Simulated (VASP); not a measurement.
# PbS (P-6m2) in VASP: a series of runs

Aim: see how the results for PbS move with the level of theory and the settings. Levels: BLYP+D4, PBE. Tasks: relaxation of cell and atoms, single point.

Everything below comes from runs of VASP 6.6.1. Logs are shortened: lines on timing, memory, paths and dates and some standing lists are left out, and cuts for length are marked.

## Step 1: The cell of the first run

It takes space group P-6m2 (No. 187, hexagonal). The conventional cell has a = 4.090 Å, b = 4.090 Å, c = 3.788 Å, α = 90.00°, β = 90.00°, γ = 120.00°. Pb (site symmetry -6m2) has 6 S at 3.03 Å and 2 Pb at 3.79 Å within 4.0 Å. Within 4.0 Å of S (site symmetry -6m2) lie 6 Pb at 3.03 Å and 2 S at 3.79 Å.

## Step 2: Relaxation of cell and atoms, BLYP+D4

INCAR

```
PREC = Accurate ; ENCUT = 600
EDIFF = 1E-6 ; ISMEAR = -1
SIGMA = 0.05 ; LREAL = F
LASPH = T ; NELM = 60
ALGO = Normal ; ISIF = 3
LWAVE = F ; LCHARG = F
GGA = B5 ; ALDAX = 1.0
AGGAX = 1.0 ; AGGAC = 1.0
ALDAC = 0.0 ; IVDW = 13
VDW_S6 = 1.0 ; VDW_S8 = 2.34076671
VDW_A1 = 0.44488865 ; VDW_A2 = 4.0933009
IBRION = 2 ; NSW = 60
EDIFFG = -0.01
```

KPOINTS

```
Automatic mesh
0
Gamma
  8 8 7
```

POSCAR

```
PbS
1.0
    4.0896976867      0.0000000000      0.0000000000
   -2.0448488433      3.5417820905      0.0000000000
    0.0000000000      0.0000000000      3.7881670000
Pb S
1 1
Direct
    0.0000000000      0.0000000000      0.0000000000
    0.6666666667      0.3333333333      0.5000000000
```

Potentials or basis: VASP PAW PBE potentials, release 64 (Pb_d, S).

Started as:

```bash
$ cat potpaw_PBE.64/Pb_d/POTCAR potpaw_PBE.64/S/POTCAR > POTCAR
$ mpirun -np 1 vasp_std > vasp.out
```

OUTCAR:

```text
PREC = Accurate
   ENCUT = 600
   EDIFF = 1E-6
   ISMEAR = -1
   LREAL = F
   LASPH = T
   NELM = 60
   ISIF = 3
   GGA = B5
   IVDW = 13
   IBRION = 2
   NSW = 60
   EDIFFG = -0.01

 ion  position               nearest neighbor table
   1  0.000  0.000  0.000-   2 3.03   2 3.03   2 3.03   2 3.03   2 3.03   2 3.03
   2  0.667  0.333  0.500-   1 3.03   1 3.03   1 3.03   1 3.03   1 3.03   1 3.03

  LATTYP: Found a hexagonal cell.
 ALAT       =     4.0896976867
 C/A-ratio  =     0.9262706660

  Lattice vectors:

 A1 = (   4.0896976867,   0.0000000000,   0.0000000000)
 A2 = (  -2.0448488433,   3.5417820905,   0.0000000000)
 A3 = (   0.0000000000,   0.0000000000,   3.7881670000)

Analysis of symmetry for initial positions (statically):
=====================================================================
 Subroutine PRICEL returns:
 Original cell was already a primitive cell.

 Routine SETGRP: Setting up the symmetry group for a
 hexagonal supercell.

 Subroutine GETGRP returns: Found 12 space group operations
 (whereof 12 operations were pure point group operations)
 out of a pool of 24 trial point group operations.

The static configuration has the point symmetry D_3h.

Analysis of symmetry for dynamics (positions and initial velocities):
=====================================================================
 Subroutine PRICEL returns:
 Original cell was already a primitive cell.

 Routine SETGRP: Setting up the symmetry group for a
 hexagonal supercell.

 Subroutine GETGRP returns: Found 12 space group operations
 (whereof 12 operations were pure point group operations)
 out of a pool of 24 trial point group operations.

The dynamic configuration has the point symmetry D_3h.

 Subroutine INISYM returns: Found 12 space group operations
 (whereof 12 operations are pure point group operations),
 and found     1 'primitive' translations

----------------------------------------------------------------------------------------

                                     Primitive cell

  volume of cell :      54.8709

  direct lattice vectors                    reciprocal lattice vectors
     4.089697687  0.000000000  0.000000000     0.244516851  0.141171870  0.000000000
    -2.044848843  3.541782090  0.000000000     0.000000000  0.282343740  0.000000000
     0.000000000  0.000000000  3.788167000     0.000000000  0.000000000  0.263979914

  length of vectors
     4.089697687  4.089697687  3.788167000     0.282343740  0.282343740  0.263979914

  position of ions in fractional coordinates (direct lattice)
     0.000000000  0.000000000  0.000000000
     0.666666667  0.333333333  0.500000000

  ion indices of the primitive-cell ions
   primitive index   ion index
                 1           1
                 2           2

----------------------------------------------------------------------------------------

 KPOINTS: Automatic mesh

Automatic generation of k-mesh.
 Grid dimensions read from file:
 generate k-points for:    8    8    7

 Generating k-lattice:

  Cartesian coordinates                     Fractional coordinates (reciprocal lattice)
     0.030564606  0.017646484  0.000000000     0.125000000  0.000000000  0.000000000
     0.000000000  0.035292967  0.000000000     0.000000000  0.125000000  0.000000000
     0.000000000  0.000000000  0.037711416     0.000000000  0.000000000  0.142857143

  Length of vectors
     0.035292967  0.035292967  0.037711416

  Shift w.r.t. Gamma in fractional coordinates (k-lattice)
     0.000000000  0.000000000  0.000000000

 Subroutine IBZKPT returns following result:
 ===========================================

 Found     40 irreducible k-points:

 Following reciprocal coordinates:
            Coordinates               Weight
  0.000000  0.000000  0.000000      1.000000
  0.125000  0.000000  0.000000      6.000000
  0.250000  0.000000  0.000000      6.000000
  0.375000  0.000000  0.000000      6.000000
  0.500000  0.000000  0.000000      3.000000
  0.125000  0.125000  0.000000      6.000000
[... 16 lines left out ...]
  0.250000  0.000000  0.285714     12.000000
  0.375000  0.000000  0.285714     12.000000
 [... further k-points ...]
   k-points           NKPTS =     40   k-points in BZ     NKDIM =     40   number of bands    NBANDS=     14
   number of dos      NEDOS =    301   number of ions     NIONS =      2
   total plane-waves  NPLWV =  38880
   dimension x,y,z NGX =    36 NGY =   36 NGZ =   30
   dimension x,y,z NGXF=    72 NGYF=   72 NGZF=   60
   ions per type =               1   1
   NGX,Y,Z   is equivalent  to a cutoff of  14.63, 14.63, 13.17 a.u.
   NGXF,Y,Z  is equivalent  to a cutoff of  29.27, 29.27, 26.33 a.u.
 SYSTEM =  unknown system
   PREC   = accura    normal or accurate (medium, high low for compatibility)
   ISTART =      0    job   : 0-new  1-cont  2-samecut
   ICHARG =      2    charge: 1-file 2-atom 10-const
   ISPIN  =      1    spin polarized calculation?
   LNONCOLLINEAR =      F non collinear calculations
   LSORBIT =      F    spin-orbit coupling
   LASPH  =      T    aspherical Exc in radial PAW
   ENCUT  =  600.0 eV  44.10 Ry    6.64 a.u.   8.17  8.17  7.57*2*pi/ulx,y,z
   NELM   =     60;   NELMIN=  2; NELMDL= -5     # of ELM steps
   EDIFF  = 0.1E-05   stopping-criterion for ELM
   LREAL  =      F    real-space projection
   EDIFFG = -.1E-01   stopping-criterion for IOM
   NSW    =     60    number of steps for IOM
   IBRION =      2    ionic relax: 0-MD 1-quasi-New 2-CG
   NFREE  =      1    steps in history (QN), initial steepest desc. (CG)
   ISIF   =      3    stress and relaxation
   ISYM   =      2    0-nonsym 1-usesym 2-fastsym
   POTIM  = 0.5000    time-step for ionic-motion
   TEBEG  =    0.0;   TEEND  =   0.0 temperature during run
   PSTRESS=    0.0 pullay stress
   NELECT =      20.0000    total number of electrons
   NUPDOWN=      -1.0000    fix difference up-down
   EMIN   =  10.00;   EMAX   =-10.00  energy-range for DOS
   EFERMI =   0.00;   METHOD = LEGACY
   ISMEAR =    -1;   SIGMA  =   0.05  broadening in eV -4-tet -1-fermi 0-gaus
   EFERMI_NEDOS =   21; number of points for ismear=-14 and -15
   IALGO  =     38    algorithm
   IMIX   =      4    mixing-type and parameters
     AMIX     =   0.40;   BMIX     =  1.00
     AMIX_MAG =   1.60;   BMIX_MAG =  1.00
  volume/ion in A,a.u.               =      27.44       185.14
  Fermi-wavevector in a.u.,A,eV,Ry     =   1.169421  2.209885 18.606576  1.367545
  Thomas-Fermi vector in A             =   2.305894
   LORBIT       =      0    0 simple, 1 ext, 2 COOP (PROOUT), +10 PAW based schemes
   GGA     = B5    functional components
   LHFCALC =     F    Hartree Fock is set to
   AEXX    =    0.0000 exact exchange contribution
   IVDW    =    13    specifies the selected vdW correction
   LEPSILON=     F    determine dielectric tensor
   LRPA    =     F    only Hartree local field effects (RPA)
 conjugate gradient relaxation of ions
 non-spin polarized calculation
  energy-cutoff  :      600.00
  volume of cell :       54.87
 maximum number of plane-waves:      1845
 NGX is ok and might be reduce to    36
   NGX = 17   NGY = 17   NGZ = 15

--------------------------------------- Ionic step        1  -------------------------------------------

 number of electron      20.0000002 magnetization

 Free energy of the ion-electron system (eV)
  ---------------------------------------------------
  ext. energy  EPLUGINS =         0.00000000
  ---------------------------------------------------
  free energy    TOTEN  =        -7.46250442 eV

  energy without entropy =       -7.46161499  energy(sigma->0) =       -7.46205970

------------------------ aborting loop because EDIFF is reached ----------------------------------------

  DFT-D4 for vdW energy calculation

  Edisp (eV):   -1.34832

  FORCE on cell =-STRESS in cart. coord.  units (eV):
  Direction    XX          YY          ZZ          XY          YZ          ZX
  --------------------------------------------------------------------------------------
  -------------------------------------------------------------------------------------
  Total      -0.14474    -0.14474     0.16277    -0.00000     0.00000     0.00000
  in kB      -4.22615    -4.22615     4.75274    -0.00000     0.00000     0.00000
  external pressure =       -1.23 kB  Pullay stress =        0.00 kB
[... 61 lines left out ...]
  energy  without entropy=       -8.8109614263  energy(sigma->0) =       -8.81148499

--------------------------------------- Ionic step        3  -------------------------------------------

 number of electron      20.0000000 magnetization

 Free energy of the ion-electron system (eV)
  ---------------------------------------------------
  ext. energy  EPLUGINS =         0.00000000
  ---------------------------------------------------
  free energy    TOTEN  =        -7.45594743 eV

  energy without entropy =       -7.45475901  energy(sigma->0) =       -7.45535322

 E-fermi :   5.6386     XC(G=0):  -8.9189

 val. band max:        5.5427752245   @ k =   0.3750   0.2500   0.0000
 cond. band min:       5.7713987800   @ k =   0.3750   0.2500   0.4286
 fundamental gap:      0.2286235555
 Fermi energy:         5.6385683019

 k-point     1 :       0.0000    0.0000    0.0000
  band No.  band energies     occupation
      1     -11.2401      2.00000
      2     -11.2321      2.00000
      3     -11.2321      2.00000
      4     -11.1265      2.00000
      5     -11.1265      2.00000
      6      -7.4909      2.00000
      7      -0.8846      2.00000
      8       3.4121      2.00000
      9       4.0490      2.00000
     10       4.0490      2.00000
     11       9.1640      0.00000
     12       9.1640      0.00000
     13      11.1832      0.00000
     14      12.0421      0.00000
[... 375 lines left out ...]
 k-point    24 :       0.3750    0.0000    0.2857
  band No.  band energies     occupation
      1     -11.2507      2.00000
      2     -11.2080      2.00000
      3     -11.1726      2.00000
      4     -11.1611      2.00000
      5     -11.1363      2.00000
      6      -6.1935      2.00000
      7      -2.2468      2.00000
      8       1.9012      2.00000
      9       3.7673      2.00000
     10       3.9771      2.00000
     11       7.2124      0.00000
     12       9.0198      0.00000
     13      10.0097      0.00000
     14      13.1481      0.00000

 [... further k-points ...]

------------------------ aborting loop because EDIFF is reached ----------------------------------------

  DFT-D4 for vdW energy calculation

  Edisp (eV):   -1.35635

  FORCE on cell =-STRESS in cart. coord.  units (eV):
  Direction    XX          YY          ZZ          XY          YZ          ZX
  --------------------------------------------------------------------------------------
  -------------------------------------------------------------------------------------
  Total      -0.00678    -0.00678    -0.01423    -0.00000     0.00000     0.00000
  in kB      -0.19911    -0.19911    -0.41794    -0.00000     0.00000     0.00000
  external pressure =       -0.27 kB  Pullay stress =        0.00 kB
[... 17 lines left out ...]
  FREE ENERGIE OF THE ION-ELECTRON SYSTEM (eV)
  ---------------------------------------------------
  free  energy   TOTEN  =        -8.8122967019 eV

  energy  without entropy=       -8.8111082865  energy(sigma->0) =       -8.81170249

 reached required accuracy - stopping structural energy minimisation
```

It took 62 s on 1 thread of AMD EPYC 9R14 (Zen 4), shared host; peak memory 0.19 GiB.

What came out:

```
Free energy                            : -8.8123 eV
Relaxed volume                         : 27.28 Å³/atom
Relaxed cell                           : a = 4.064 Å, b = 4.064 Å, c = 3.815 Å, α = 90.00°, β = 90.00°, γ = 120.00°
Space group after relaxing (to 0.05 Å) : P-6m2 (No. 187)
Energy gained by relaxing              : 0.7 meV/atom
Ionic steps                            : 3
Pressure after relaxing                : 0.0 GPa
Band gap on the k mesh                 : 0.23 eV, indirect (least direct gap 1.73 eV)
Dispersion energy per atom             : -0.678 eV
```

The path:
| step | energy change (eV) | largest force (eV/Å) | pressure (GPa) | volume (Å³) |
| --- | --- | --- | --- | --- |
| 1 | 0.0000 | 0.0000 | -0.12 | 54.87 |
| 2 | -0.0012 | 0.0000 | -0.07 | 54.70 |
| 3 | -0.0015 | 0.0000 | -0.03 | 54.57 |

Final structure:
```
Pb S
1.0
     4.06401    0.00000    0.00000
    -2.03201    3.51954    0.00000
     0.00000    0.00000    3.81492
Pb S
1 1
Direct
  0.00000 0.00000 0.00000
  0.66667 0.33333 0.50000
```

Caveat: the PAW data sets were made with another functional, which shifts forces and pressure a little; spin-orbit coupling is left out, which moves the levels of the heavy elements. A k mesh can miss the band edges.

## Step 3: Single point, PBE

INCAR

```
SYSTEM = PbS
  ALGO = Normal
  EDIFF = 1E-6
  ENCUT = 500
  GGA = PE
  GGA_COMPAT = .False.
  ISIF = 2
  ISMEAR = -1
  LASPH = .True.
  LCHARG = .False.
  LREAL = .False.
  LWAVE = .False.
  NBANDS = 17
  NELM = 120
  PREC = Accurate
  SIGMA = 0.03
```

KPOINTS

```
k-points
0
Gamma
  5 5 4
  0 0 0
```

POSCAR is that of step 2.

Potentials or basis: VASP PAW PBE potentials, release 64 (Pb_d, S).

Started as:

```bash
$ cat potpaw_PBE.64/Pb_d/POTCAR potpaw_PBE.64/S/POTCAR > POTCAR
$ mpirun -np 1 vasp_std > vasp.out
```

Wall time 17 s (1 thread of Intel Xeon 6975P-C, shared host); peak memory 0.17 GiB.

The run converged. Its results:

```yaml
Free_energy: -8.5241 eV
Pressure: -0.1 GPa
Band_gap_on_the_k_mesh: 0.15 eV, indirect (least direct gap 0.88 eV)
```

Stress tensor (GPa, compression positive):
```
-0.37  0.00  0.00
 0.00 -0.37  0.00
 0.00  0.00  0.48
```

Levels at points of the mesh, in eV from the valence-band top:
| k point | band 8 | band 9 | band 10 | band 11 | band 12 | band 13 |
| --- | --- | --- | --- | --- | --- | --- |
| (0.00, 0.00, 0.00) | -2.17 | -1.69 | -1.69 | 3.44 | 3.44 | 5.26 |
| (0.00, 0.00, 0.50) | -1.11 | -1.11 | 0.00 | 0.88 | 3.85 | 3.85 |

Caveat: spin-orbit coupling is left out, which moves the levels of the heavy elements. A k mesh can miss the band edges.
